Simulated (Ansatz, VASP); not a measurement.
**Two plane-wave programs on Ga2O3**

```
Ga O
1.0
     2.41749    1.39574    4.34622
    -2.41749    1.39574    4.34622
     0.00000   -2.79148    4.34622
Ga O
4 6
Direct
  0.85538 0.85538 0.85538
  0.35538 0.35538 0.35538
  0.14462 0.14462 0.14462
  0.64462 0.64462 0.64462
  0.44627 0.05373 0.75000
  0.05373 0.75000 0.44627
  0.55373 0.94627 0.25000
  0.25000 0.55373 0.94627
  0.94627 0.25000 0.55373
  0.75000 0.44627 0.05373
```

Change from the starting cell: hydrostatic strain -3.0%.

Alike in both runs: task single point; functional r2SCAN; k mesh 6 × 6 × 6; no spin polarisation.

|  | VASP | Ansatz |
| --- | --- | --- |
| version | VASP 6.6.1 | Ansatz 0.2.0 |
| potentials or method | VASP PAW PBE potentials, release 64 (Ga_d, O) | plane waves, PAW |
| plane-wave cutoff (eV) | 520 | 500 |
| occupations | gaussian, width 0.01 eV | fixed |
| valence electrons in the cell | 88 | 88 |

Ansatz gave:

- gap on the k mesh at the Fermi level (eV): 4.62
- pressure (GPa): 26.4
- traceless stress, the component that is largest in VASP (GPa): -2.12
- rms of the force components (eV/Å): 0.001

Q: Which values does VASP return?

A: gap on the k mesh at the Fermi level (eV): 4.61; pressure (GPa): 29.1; traceless stress, the component that is largest in VASP (GPa): -2.55; rms of the force components (eV/Å): 0.031.

VASP's potentials were made for PBE, not for r2SCAN. Atom by atom the forces differ by 0.029 eV/Å (rms over components).
